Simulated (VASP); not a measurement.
# Si (P6_3/mmc) in VASP: single point with PBE

Aim: the single point of Si with PBE.

Everything below comes from runs of VASP 6.6.1. Logs are shortened: lines on timing, memory, paths and dates and some standing lists are left out, and cuts for length are marked.

## Step 1: The cell of the first run

The structure is hexagonal, space group P6_3/mmc (No. 194). Conventional cell: a = 2.444 Å, b = 2.444 Å, c = 4.152 Å, α = 90.00°, β = 90.00°, γ = 120.00°. Si (site symmetry -6m2) has 12 Si at 2.44 to 2.51 Å within 3.2 Å.

## Step 2: Single point, PBE

INCAR reads:

```
SYSTEM = Si
  PREC = Accurate
  ENCUT = 520
  EDIFF = 1E-6
  ISMEAR = -1
  SIGMA = 0.15
  LREAL = .FALSE.
  LASPH = .TRUE.
  NELM = 60
  ALGO = Normal
  ISIF = 2
  LWAVE = .FALSE.
  LCHARG = .FALSE.
  GGA = PE
  NBANDS = 11
```

KPOINTS reads:

```
regular mesh
0
G
  14 14 7
  0 0 0
```

POSCAR reads:

```
Si
1.0
    2.4440000000      0.0000000000      0.0000000000
   -1.2220000000      2.1165660000      0.0000000000
    0.0000000000      0.0000000000      4.1520000000
Si
2
Direct
    0.3333333333      0.6666666667      0.2500000000
    0.6666666667      0.3333333333      0.7500000000
```

Potentials or basis: VASP PAW PBE potentials, release 64 (Si).

Run with:

```bash
cat potpaw_PBE.64/Si/POTCAR > POTCAR
mpirun -np 1 vasp_std > vasp.out
```

OUTCAR:

```text
SYSTEM = Si
   PREC = Accurate
   ENCUT = 520
   EDIFF = 1E-6
   ISMEAR = -1
   LREAL = .FALSE.
   LASPH = .TRUE.
   NELM = 60
   ISIF = 2
   GGA = PE

 ion  position               nearest neighbor table
   1  0.333  0.667  0.250-   2 2.51   2 2.51   2 2.51   2 2.51   2 2.51   2 2.51
   2  0.667  0.333  0.750-   1 2.51   1 2.51   1 2.51   1 2.51   1 2.51   1 2.51

  LATTYP: Found a hexagonal cell.
 ALAT       =     2.4440000000
 C/A-ratio  =     1.6988543372

  Lattice vectors:

 A1 = (   2.4440000000,   0.0000000000,   0.0000000000)
 A2 = (  -1.2220000000,   2.1165660000,   0.0000000000)
 A3 = (   0.0000000000,   0.0000000000,   4.1520000000)

Analysis of symmetry for initial positions (statically):
=====================================================================
 Subroutine PRICEL returns:
 Original cell was already a primitive cell.

 Routine SETGRP: Setting up the symmetry group for a
 hexagonal supercell.

 Subroutine GETGRP returns: Found 24 space group operations
 (whereof 12 operations were pure point group operations)
 out of a pool of 24 trial point group operations.

The static configuration has the point symmetry D_3d.
 The point group associated with its full space group is D_6h.

Analysis of symmetry for dynamics (positions and initial velocities):
=====================================================================
 Subroutine PRICEL returns:
 Original cell was already a primitive cell.

 Routine SETGRP: Setting up the symmetry group for a
 hexagonal supercell.

 Subroutine GETGRP returns: Found 24 space group operations
 (whereof 12 operations were pure point group operations)
 out of a pool of 24 trial point group operations.

The dynamic configuration has the point symmetry D_3d.
 The point group associated with its full space group is D_6h.

 Subroutine INISYM returns: Found 24 space group operations
 (whereof 12 operations are pure point group operations),
 and found     1 'primitive' translations

----------------------------------------------------------------------------------------

                                     Primitive cell

  volume of cell :      21.4778

  direct lattice vectors                    reciprocal lattice vectors
     2.444000000  0.000000000  0.000000000     0.409165303  0.236231707  0.000000000
    -1.222000000  2.116566000  0.000000000     0.000000000  0.472463415  0.000000000
     0.000000000  0.000000000  4.152000000     0.000000000  0.000000000  0.240847784

  length of vectors
     2.444000000  2.443999925  4.152000000     0.472463400  0.472463415  0.240847784

  position of ions in fractional coordinates (direct lattice)
     0.333333333  0.666666667  0.250000000
     0.666666667  0.333333333  0.750000000

  ion indices of the primitive-cell ions
   primitive index   ion index
                 1           1
                 2           2

----------------------------------------------------------------------------------------

 KPOINTS: regular mesh

Automatic generation of k-mesh.
 Grid dimensions read from file:
 generate k-points for:   14   14    7

 Generating k-lattice:

  Cartesian coordinates                     Fractional coordinates (reciprocal lattice)
     0.029226093  0.016873693  0.000000000     0.071428571  0.000000000  0.000000000
     0.000000000  0.033747387  0.000000000     0.000000000  0.071428571  0.000000000
     0.000000000  0.000000000  0.034406826     0.000000000  0.000000000  0.142857143

  Length of vectors
     0.033747386  0.033747387  0.034406826

  Shift w.r.t. Gamma in fractional coordinates (k-lattice)
     0.000000000  0.000000000  0.000000000

 Subroutine IBZKPT returns following result:
 ===========================================

 Found     96 irreducible k-points:

 Following reciprocal coordinates:
            Coordinates               Weight
  0.000000  0.000000  0.000000      1.000000
  0.071429  0.000000  0.000000      6.000000
  0.142857  0.000000  0.000000      6.000000
  0.214286  0.000000  0.000000      6.000000
  0.285714  0.000000  0.000000      6.000000
  0.357143  0.000000  0.000000      6.000000
[... 16 lines left out ...]
  0.285714  0.285714  0.000000      6.000000
  0.357143  0.285714  0.000000      6.000000
 [... further k-points ...]
   k-points           NKPTS =     96   k-points in BZ     NKDIM =     96   number of bands    NBANDS=     11
   number of dos      NEDOS =    301   number of ions     NIONS =      2
   total plane-waves  NPLWV =  10368
   dimension x,y,z NGX =    18 NGY =   18 NGZ =   32
   dimension x,y,z NGXF=    36 NGYF=   36 NGZF=   64
   ions per type =               2
   NGX,Y,Z   is equivalent  to a cutoff of  12.24, 12.24, 12.81 a.u.
   NGXF,Y,Z  is equivalent  to a cutoff of  24.49, 24.49, 25.63 a.u.
 SYSTEM =  Si
   PREC   = accura    normal or accurate (medium, high low for compatibility)
   ISTART =      0    job   : 0-new  1-cont  2-samecut
   ICHARG =      2    charge: 1-file 2-atom 10-const
   ISPIN  =      1    spin polarized calculation?
   LNONCOLLINEAR =      F non collinear calculations
   LSORBIT =      F    spin-orbit coupling
   LASPH  =      T    aspherical Exc in radial PAW
   ENCUT  =  520.0 eV  38.22 Ry    6.18 a.u.   4.54  4.54  7.72*2*pi/ulx,y,z
   NELM   =     60;   NELMIN=  2; NELMDL= -5     # of ELM steps
   EDIFF  = 0.1E-05   stopping-criterion for ELM
   LREAL  =      F    real-space projection
   EDIFFG = 0.1E-04   stopping-criterion for IOM
   NSW    =      0    number of steps for IOM
   IBRION =     -1    ionic relax: 0-MD 1-quasi-New 2-CG
   NFREE  =      0    steps in history (QN), initial steepest desc. (CG)
   ISIF   =      2    stress and relaxation
   ISYM   =      2    0-nonsym 1-usesym 2-fastsym
   POTIM  = 0.5000    time-step for ionic-motion
   TEBEG  =    0.0;   TEEND  =   0.0 temperature during run
   PSTRESS=    0.0 pullay stress
   NELECT =       8.0000    total number of electrons
   NUPDOWN=      -1.0000    fix difference up-down
   EMIN   =  10.00;   EMAX   =-10.00  energy-range for DOS
   EFERMI =   0.00;   METHOD = LEGACY
   ISMEAR =    -1;   SIGMA  =   0.15  broadening in eV -4-tet -1-fermi 0-gaus
   EFERMI_NEDOS =   21; number of points for ismear=-14 and -15
   IALGO  =     38    algorithm
   IMIX   =      4    mixing-type and parameters
     AMIX     =   0.40;   BMIX     =  1.00
     AMIX_MAG =   1.60;   BMIX_MAG =  1.00
  volume/ion in A,a.u.               =      10.74        72.47
  Fermi-wavevector in a.u.,A,eV,Ry     =   1.177899  2.225906 18.877348  1.387446
  Thomas-Fermi vector in A             =   2.314237
   LORBIT       =      0    0 simple, 1 ext, 2 COOP (PROOUT), +10 PAW based schemes
   GGA     = PE    functional components
   LHFCALC =     F    Hartree Fock is set to
   AEXX    =    0.0000 exact exchange contribution
   IVDW    =     0    specifies the selected vdW correction
   LEPSILON=     F    determine dielectric tensor
   LRPA    =     F    only Hartree local field effects (RPA)
 non-spin polarized calculation
  energy-cutoff  :      520.00
  volume of cell :       21.48
 maximum number of plane-waves:       598
   NGX =  9   NGY =  9   NGZ = 15

 number of electron       8.0000001 magnetization

 Free energy of the ion-electron system (eV)
  ---------------------------------------------------
  ext. energy  EPLUGINS =         0.00000000
  ---------------------------------------------------
  free energy    TOTEN  =        -9.01041898 eV

  energy without entropy =       -8.95775103  energy(sigma->0) =       -8.98408501

 E-fermi :  14.5652     XC(G=0): -12.4400

 val. band max:       14.5152794310   @ k =   0.4286   0.0714   0.1429
 cond. band min:      14.5708622781   @ k =   0.2857   0.2143   0.4286
 fundamental gap:      0.0555828471
 Fermi energy:        14.5651589828

 k-point     1 :       0.0000    0.0000    0.0000
  band No.  band energies     occupation
      1      -2.9078      2.00000
      2       5.3094      2.00000
      3       5.3463      2.00000
      4      26.0479      0.00000
      5      26.0479      0.00000
      6      26.3968      0.00000
      7      26.4330      0.00000
      8      26.4330      0.00000
      9      28.5655      0.00000
     10      30.8720      0.00000
     11      31.9319      0.00000

 k-point     2 :       0.0714    0.0000    0.0000
  band No.  band energies     occupation
      1      -2.7425      2.00000
      2       5.4639      2.00000
      3       5.5060      2.00000
      4      23.1775      0.00000
      5      24.4249      0.00000
      6      25.7907      0.00000
      7      27.5963      0.00000
      8      28.3134      0.00000
      9      28.5717      0.00000
     10      30.0935      0.00000
     11      30.7092      0.00000

 k-point     3 :       0.1429    0.0000    0.0000
  band No.  band energies     occupation
      1      -2.2474      2.00000
      2       5.9272      2.00000
      3       5.9815      2.00000
      4      19.6946      0.00000
      5      22.9027      0.00000
      6      24.5522      0.00000
      7      26.4994      0.00000
      8      27.1285      0.00000
      9      29.0285      0.00000
     10      29.2339      0.00000
     11      29.4125      0.00000

 k-point     4 :       0.2143    0.0000    0.0000
  band No.  band energies     occupation
      1      -1.4257      2.00000
      2       6.6993      2.00000
      3       6.7605      2.00000
      4      16.3216      0.00002
      5      21.6580      0.00000
      6      22.6534      0.00000
      7      23.9398      0.00000
      8      24.6035      0.00000
      9      28.2133      0.00000
     10      29.0567      0.00000
     11      29.2939      0.00000
[... 239 lines left out ...]
 k-point    22 :       0.3571    0.2143    0.0000
  band No.  band energies     occupation
      1       4.9900      2.00000
      2       7.1482      2.00000
      3      11.1927      2.00000
      4      12.7418      1.99999
      5      13.2578      1.99967
      6      15.1752      0.03369
      7      16.0582      0.00010
      8      19.7989      0.00000
      9      19.9195      0.00000
     10      30.4953      0.00000
     11      34.7974      0.00000

 k-point    23 :       0.2857    0.2857    0.0000
  band No.  band energies     occupation
      1       4.8351      2.00000
      2       8.9410      2.00000
      3       9.2530      2.00000
      4      12.6357      1.99999
      5      13.1808      1.99980
      6      16.4027      0.00001
      7      17.1752      0.00000
      8      18.2241      0.00000
      9      18.3509      0.00000
     10      33.3958      0.00000
     11      34.2579      0.00000

 k-point    24 :       0.3571    0.2857    0.0000
  band No.  band energies     occupation
      1       6.7907      2.00000
      2       6.9136      2.00000
      3       8.9789      2.00000
      4      14.1295      1.89613
      5      14.1320      1.89449
      6      15.0254      0.08889
      7      16.2575      0.00003
      8      17.6451      0.00000
      9      17.8255      0.00000
     10      33.7805      0.00000
     11      35.8339      0.00000

 [... further k-points ...]
[... 5 lines left out ...]
  --------------------------------------------------------------------------------------
  -------------------------------------------------------------------------------------
  Total        6.4999985      6.4999979      6.8263809      0.0000000      0.0000000      0.0000000
  in kB      484.8791109    484.8790711    509.2261941      0.0000000      0.0000000      0.0000000
  external PRESSURE =     492.9947921 kB  Pullay stress =       0.0000000 kB

 VOLUME and BASIS-vectors are now :
 -----------------------------------------------------------------------------
  energy-cutoff  :      520.00
  volume of cell :       21.48
      direct lattice vectors                 reciprocal lattice vectors
     2.444000000  0.000000000  0.000000000     0.409165303  0.236231707  0.000000000
    -1.222000000  2.116566000  0.000000000     0.000000000  0.472463415  0.000000000
     0.000000000  0.000000000  4.152000000     0.000000000  0.000000000  0.240847784

 POSITION                                       TOTAL-FORCE (eV/Angst)
 -----------------------------------------------------------------------------------
     -0.00000      1.41104      1.03800         0.000000     -0.000000      0.000000
      1.22200      0.70552      3.11400        -0.000000      0.000000      0.000000
 -----------------------------------------------------------------------------------
    total drift:                                0.000000     -0.000000     -0.000000

  FREE ENERGIE OF THE ION-ELECTRON SYSTEM (eV)
  ---------------------------------------------------
  free  energy   TOTEN  =        -9.0104189803 eV

  energy  without entropy=       -8.9577510341  energy(sigma->0) =       -8.98408501
```

Run time: 5.8 s. Hardware: 1 thread of Intel Xeon 6975P-C (Granite Rapids), shared host; peak memory 0.13 GiB.

Results:

```
Free energy            : -9.0104 eV
Pressure               : 49.3 GPa
Band gap on the k mesh : zero (band 4 reaches 26.05 eV, above the bottom of band 5 at 11.16 eV)
```

Stress tensor (GPa, compression positive):
```
48.49  0.00  0.00
 0.00 48.49  0.00
 0.00  0.00 50.92
```
